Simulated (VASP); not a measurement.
# BAs: single point with PBE

The system is BAs.

```
B As
1.0
     0.00000    2.38890    2.38890
     2.38890    0.00000    2.38890
     2.38890    2.38890    0.00000
B As
1 1
Cartesian
  0.0000 0.0000 0.0000
  1.1945 1.1945 1.1945
```

```
Program             : VASP 6.6.1
Task                : single point
Functional          : PBE
Potentials or basis : VASP PAW PBE potentials, release 64 (B, As)
Cutoff              : 500 eV
k mesh              : 8 × 8 × 8
Occupations         : gaussian, width 0.01 eV
Spin                : no spin polarisation
```

| Item | Value |
| --- | --- |
| Pressure | 3.4 GPa |
| Band gap on the k mesh | 1.19 eV, indirect (least direct gap 3.28 eV) |

Levels at points of the mesh, in eV from the valence-band top:
| k point | band 2 | band 3 | band 4 | band 5 | band 6 | band 7 |
| --- | --- | --- | --- | --- | --- | --- |
| (0.00, 0.00, 0.00) | 0.00 | 0.00 | 0.00 | 3.28 | 3.28 | 3.28 |
| (0.50, 0.00, 0.00) | -8.79 | -1.82 | -1.82 | 2.69 | 4.78 | 4.78 |
| (0.50, 0.50, 0.00) | -8.53 | -4.08 | -4.08 | 1.43 | 1.44 | 11.36 |

Run time: 11 s on 1 thread of Intel(R) Xeon(R) Platinum 8259CL CPU @ 2.50GHz (Skylake/Cascade Lake), on a shared host, peak memory 0.15 GiB.

A k mesh can miss the band edges. PBE gaps usually lie below the measured ones, often by a third to a half.
